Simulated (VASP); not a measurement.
Set up this calculation in VASP 6.6.1, as the native input.

```yaml
Task: single point
Functional: PBE-based global hybrid with 20 % exact exchange
Potentials_or_basis: VASP PAW PBE potentials, release 64 (Sn_d, O)
Cutoff: 520 eV
k_mesh: 4 × 4 × 4
Occupations: gaussian, width 0.01 eV
Spin: no spin polarisation
Dipole_correction: no
Grid_for_exact_exchange_PRECFOCK: Normal
Share_of_exact_exchange: 0.2
Further_INCAR_settings: ALGO = Normal; EDIFF = 1e-06; NBANDS = 17
```

Crystal: SnO.

```xyz
2
Lattice="0.0000 2.5370 2.5370 2.5370 0.0000 2.5370 2.5370 2.5370 0.0000" Properties=species:S:1:pos:R:3 pbc="T T T"
Sn    0.0000    0.0000    0.0000
O     2.5370    2.5370    2.5370
```

These files were run (other wordings do the same):

POSCAR

```
SnO
1.0
    0.0000000000      2.5369732561      2.5369732561
    2.5369732561      0.0000000000      2.5369732561
    2.5369732561      2.5369732561      0.0000000000
Sn O
1 1
Direct
    0.0000000000      0.0000000000      0.0000000000
    0.5000000000      0.5000000000      0.5000000000
```

INCAR.step1

```
SYSTEM = SnO
PREC = Accurate ; ENCUT = 520
EDIFF = 1E-5 ; ISMEAR = 0
SIGMA = 0.01 ; LREAL = .False.
LASPH = .True. ; NELM = 100
ALGO = Normal ; ISIF = 2
LWAVE = .True. ; LCHARG = .False.
NBANDS = 17 ; GGA = PE
```

INCAR.step2

```
SYSTEM = SnO
PREC = Accurate ; ENCUT = 520
EDIFF = 1E-6 ; ISMEAR = 0
SIGMA = 0.01 ; LREAL = .False.
LASPH = .True. ; NELM = 100
ALGO = Normal ; ISIF = 2
LWAVE = .False. ; LCHARG = .False.
GGA = PE ; LHFCALC = .True.
AEXX = 0.2 ; PRECFOCK = Normal
NBANDS = 17 ; ISTART = 1
```

KPOINTS

```
Automatic mesh
0
Gamma
  4 4 4
  0 0 0
```

Potentials or basis: VASP PAW PBE potentials, release 64 (Sn_d, O).

The run is started by

```console
$ cat potpaw_PBE.64/Sn_d/POTCAR potpaw_PBE.64/O/POTCAR > POTCAR
$ cp INCAR.step1 INCAR
$ mpirun -np 1 vasp_std > vasp.out
$ cp INCAR.step2 INCAR
$ mpirun -np 1 vasp_std > vasp.out
```

It gave:

* Pressure: -0.7 GPa
* Band gap on the k mesh: 1.79 eV (least direct gap 2.02 eV)

Caveat: the k points lie up to 0.54 Å⁻¹ apart; the structure was generated, so it needn't be the stable form of SnO; the PAW data sets were made with another functional, which shifts forces and pressure a little; spin-orbit coupling is left out, which moves the levels of the heavy elements.

Wall time 5.7 min on 1 thread of Intel(R) Xeon(R) Platinum 8488C (Sapphire Rapids), on a shared host, peak memory 0.17 GiB.
